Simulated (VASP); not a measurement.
A run of VASP 6.6.1 is set up as follows.

File INCAR:

```
SYSTEM = KF
PREC = Accurate
ENCUT = 520
EDIFF = 1E-7
ISMEAR = 0
SIGMA = 0.05
LREAL = .FALSE.
LASPH = .TRUE.
NELM = 150
ALGO = Normal
ISIF = 2
LWAVE = .FALSE.
LCHARG = .FALSE.
ISPIN = 2
MAGMOM = 0.5 0.5
LORBIT = 11
GGA = PE
NBANDS = 19
```

File KPOINTS:

```
regular mesh
0
G
  1 1 13
  0 0 0
```

File POSCAR:

```
KF
1.0
    9.0000000000      0.0000000000      0.0000000000
    0.0000000000      9.3000000000      0.0000000000
    0.0000000000      0.0000000000      4.7822527567
K F
1 1
Direct
    0.5000000000      0.5000000000      0.0000000000
    0.5000000000      0.5000000000      0.5000000000
```

Potentials or basis: VASP PAW PBE potentials, release 64 (K_sv, F).

Launch:

```console
$ cat potpaw_PBE.64/K_sv/POTCAR potpaw_PBE.64/F/POTCAR > POTCAR
$ mpirun -np 1 vasp_std > vasp.out
```

Problem. Estimate the band gap on the k mesh.

Solution. 4.26 eV.

Problem. What does it give for the net moment?

Solution. 0.00 μB per cell.
